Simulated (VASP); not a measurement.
A run of VASP 6.6.1 is set up as follows.

File INCAR:

```
PREC     = Accurate       # precision mode
ENCUT    = 600            # plane-wave cutoff, eV
EDIFF    = 1E-6           # SCF threshold, eV
ISMEAR   = 0              # smearing method
SIGMA    = 0.1            # smearing width, eV
LREAL    = F              # projectors in reciprocal space
LASPH    = T              # aspherical terms in the spheres
NELM     = 80             # most SCF steps
ALGO     = Normal         # electronic algorithm
ISIF     = 3              # what is computed and relaxed
LWAVE    = F              # write WAVECAR
LCHARG   = F              # write CHGCAR
GGA      = PE             # functional
IBRION   = 2              # ionic algorithm
NSW      = 90             # ionic steps
EDIFFG   = -0.04          # ionic threshold
```

Contents of KPOINTS:

```
Automatic mesh
0
Gamma
  6 6 8
```

The input POSCAR:

```
MgO
1.0
    3.6416115100      0.0000000000      0.0000000000
    0.0000000000      3.6416115100      0.0000000000
    0.0000000000      0.0000000000      2.4136713000
Mg O
1 1
Direct
    0.5000000000      0.5000000000      0.0000000000
    0.0000000000      0.0000000000      0.0000000000
```

Potentials or basis: VASP PAW PBE potentials, release 64 (Mg, O).

Run with:

```console
$ cat potpaw_PBE.64/Mg/POTCAR potpaw_PBE.64/O/POTCAR > POTCAR
$ mpirun -np 1 vasp_std > vasp.out
```

Task: Estimate the space group after relaxing (to 0.05 Å).

Result: P4/mmm (No. 123).

Task: What does it give for the relaxed volume?

Result: 13.34 Å³/atom.

Task: What does it give for the relaxed cell?

Result: a = 2.815 Å, b = 2.815 Å, c = 3.366 Å, α = 90.00°, β = 90.00°, γ = 90.00°.

Task: What does it give for the band gap on the k mesh?

Result: 1.48 eV, indirect (least direct gap 2.28 eV).

The path:
| step | energy change (eV) | largest force (eV/Å) | pressure (GPa) | volume (Å³) |
| --- | --- | --- | --- | --- |
| 1 | 0.0000 | 0.0000 | -10.31 | 32.01 |
| 2 | -3.3610 | 0.0000 | -12.18 | 26.45 |
| 3 | 107.8058 | 0.0000 | 2665.08 | 8.61 |
| 4 | -3.5813 | 0.0000 | -10.00 | 25.89 |
| 5 | -3.9522 | 0.0000 | 23.80 | 22.36 |
| 6 | -4.0671 | 0.0000 | 8.06 | 23.52 |
| 7 | -4.0661 | 0.0000 | 10.76 | 23.29 |
| 8 | -4.1914 | 0.0000 | -0.30 | 26.06 |
| 9 | -4.1951 | 0.0000 | -2.86 | 26.88 |
| 10 | -4.2023 | 0.0000 | 0.74 | 27.03 |
| 11 | -4.2105 | 0.0000 | -0.81 | 26.97 |
| 12 | -4.2110 | 0.0000 | 0.23 | 26.68 |

Caveat: the volume moved by over 15 % at a fixed basis, so the end points are rough. PBE gaps usually lie below the measured ones, often by a third to a half.
